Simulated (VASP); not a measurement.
Input of a VASP 6.6.1 run:

INCAR

```
PREC = Accurate ; ENCUT = 600
EDIFF = 1E-6 ; ISMEAR = 0
SIGMA = 0.2 ; LREAL = F
LASPH = T ; NELM = 120
ALGO = Normal ; ISIF = 2
LWAVE = F ; LCHARG = F
GGA = PE ; NBANDS = 31
GGA_COMPAT = F
```

The input KPOINTS:

```
regular mesh
0
Gamma
  8 6 4
```

File POSCAR:

```
Ti2C5
1.0
    2.6357859393      0.0019395137     -0.0109635786
    0.0032563489     -4.3384946944      0.0400468343
   -1.3435173149      1.0476247115     -6.1719565998
Ti C
2 5
Direct
    0.9186777663      0.2012992125      0.3372313597
    0.0813222337      0.7987007875      0.6627686403
    0.2564064446      0.0876215979      0.0128187069
    0.2494763086      0.4213566412      0.9989676100
    0.7435935554      0.9123784021      0.9871812931
    0.7505236914      0.5786433588      0.0010323900
    0.5000000000      0.0000000000      0.5000000000
```

Potentials or basis: VASP PAW PBE potentials, release 64 (Ti_sv, C).

Command:

```sh
$ cat potpaw_PBE.64/Ti_sv/POTCAR potpaw_PBE.64/C/POTCAR > POTCAR
$ mpirun -np 1 vasp_std > vasp.out
```

Task: Predict the pressure.

Result: 0.0 GPa.

Task: What does it give for the band gap on the k mesh?

Result: Zero (bands 22 and 23 overlap by 0.91 eV).

Task: Predict the largest force.

Result: 0.022 eV/Å.

Forces in eV/Å, atoms in the order of the input:
```
Ti   0.000 -0.018  0.012
Ti   0.000  0.018 -0.012
C   -0.003 -0.004 -0.011
C    0.011  0.012 -0.012
C    0.003  0.004  0.011
C   -0.011 -0.012  0.012
C    0.000  0.000  0.000
```
